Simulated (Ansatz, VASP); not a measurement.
## One calculation of KMgF3, two programs

File INCAR:

```
SYSTEM = KMgF3
ALGO = Normal ; EDIFF = 1E-6
ENCUT = 520 ; GGA = PE
ISIF = 2 ; ISMEAR = 0
LASPH = .TRUE. ; LCHARG = .TRUE.
LELF = .TRUE. ; LREAL = .FALSE.
LVHAR = .TRUE. ; LWAVE = .FALSE.
NBANDS = 43 ; NELM = 60
PREC = Accurate ; SIGMA = 0.1
```

The input KPOINTS:

```
k-points
0
G
  6 6 4
  0 0 0
```

Contents of POSCAR:

```
KMgF3
1.0
    5.5588457100      0.0000000000      0.0000000000
   -2.7794228550      4.8141016005      0.0000000000
    0.0000000000      0.0000000000      4.7492092122
K Mg F
2 2 6
Direct
    0.0000000000      0.0000000000      0.5000000000
    0.0000000000      0.0000000000      0.0000000000
    0.3333333333      0.6666666667      0.7500000000
    0.6666666667      0.3333333333      0.2500000000
    0.1460000000      0.2919999999      0.2500000000
    0.8540000000      0.1460000000      0.7500000000
    0.8540000000      0.7080000001      0.7500000000
    0.1460000000      0.8540000000      0.2500000000
    0.7080000001      0.8540000000      0.2500000000
    0.2919999999      0.1460000000      0.7500000000
```

Input for Ansatz:

```yaml
crystal:
  lattice:
    - [5.55884571, 0.0, 0.0]
    - [-2.779422855, 4.8141016005, 0.0]
    - [0.0, 0.0, 4.7492092122]
  atoms:
    - { symbol: K, position: [0.0, 0.0, 0.5] }
    - { symbol: K, position: [0.0, 0.0, 0.0] }
    - { symbol: Mg, position: [0.3333333333, 0.6666666667, 0.75] }
    - { symbol: Mg, position: [0.6666666667, 0.3333333333, 0.25] }
    - { symbol: F, position: [0.146, 0.2919999999, 0.25] }
    - { symbol: F, position: [0.854, 0.146, 0.75] }
    - { symbol: F, position: [0.854, 0.7080000001, 0.75] }
    - { symbol: F, position: [0.146, 0.854, 0.25] }
    - { symbol: F, position: [0.7080000001, 0.854, 0.25] }
    - { symbol: F, position: [0.2919999999, 0.146, 0.75] }
basis:
  ecutwfc: 420
kpoints:
  mp_grid: { grid: [6, 6, 4] }
hamiltonian:
  xc: pbe
scf:
  occupations: { method: gaussian, width: 0.1 }
  lower_state_search: "off"
output:
  forces: true
  stress: true
  eigenvalues: true
```

Alike in both runs: task single point; functional PBE; k mesh 6 × 6 × 4; occupations gaussian, width 0.1 eV; no spin polarisation.

|  | VASP | Ansatz |
| --- | --- | --- |
| version | VASP 6.6.1 | Ansatz 0.2.0 |
| potentials or method | VASP PAW PBE potentials, release 64 (K_sv, Mg, F), cutoff 520 eV | scalar-relativistic, plane waves, PAW |
| valence electrons in the cell | 64 | 80 |

```csv
,VASP,Ansatz,Ansatz less VASP
gap on the k mesh at the Fermi level (eV),none,none,-
rms of the force components (eV/Å),7.183,6.813,-0.3700
```

Atom by atom the forces differ by 0.370 eV/Å (rms over components). A gap of «none» marks a metal or a gap that the smearing closes. VASP's potentials hold 64 valence electrons a cell and Ansatz's 80, so a difference there can come from the potentials and not from the codes.
